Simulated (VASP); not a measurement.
A run of VASP 6.6.1 is set up as follows.

File POSCAR:

```
Si
1.0
    3.5253556905      0.0000000000      0.0000000000
   -1.7626778453      3.0530475854      0.0000000000
    0.0000000000      0.0000000000      6.3418199252
Si
4
Direct
    0.3333333333      0.6666666667      0.0630908785
    0.6666666667      0.3333333333      0.5630908785
    0.3333333333      0.6666666667      0.4369091215
    0.6666666667      0.3333333333      0.9369091215
```

Contents of INCAR.step1:

```
  PREC = Accurate
  ENCUT = 520
  ISMEAR = 0
  SIGMA = 0.05
  LREAL = F
  LASPH = T
  NELM = 60
  NBANDS = 16
  GGA = PE
  ALGO = Normal
  EDIFF = 1E-4
  LWAVE = T
  LCHARG = F
```

INCAR.step2

```
  PREC = Accurate
  ENCUT = 520
  EDIFF = 1E-7
  ISMEAR = 0
  SIGMA = 0.05
  LREAL = F
  LASPH = T
  NELM = 60
  ALGO = Normal
  ISIF = 2
  LWAVE = F
  LCHARG = F
  METAGGA = R2SCAN
  LMIXTAU = T
  NBANDS = 16
  ISTART = 1
```

The input KPOINTS:

```
regular mesh
0
Gamma
  12 12 4
```

Potentials or basis: VASP PAW PBE potentials, release 64 (Si).

Launch:

```bash
$ cat potpaw_PBE.64/Si/POTCAR > POTCAR
$ cp INCAR.step1 INCAR
$ mpirun -np 1 vasp_std > vasp.out
$ cp INCAR.step2 INCAR
$ mpirun -np 1 vasp_std > vasp.out
```

(1) Predict the pressure.

(2) Predict the band gap on the k mesh.

(3) What does it give for the largest force?

Answers

(1) 23.5 GPa.

(2) 0.22 eV (least direct gap 1.02 eV).

(3) 1.508 eV/Å.

Caveat: the cell differs from its parent crystal (strain -0.080 along x and y, +0.000 along z); the cell stands under pressure; the PAW data sets were made with another functional, which shifts forces and pressure a little.
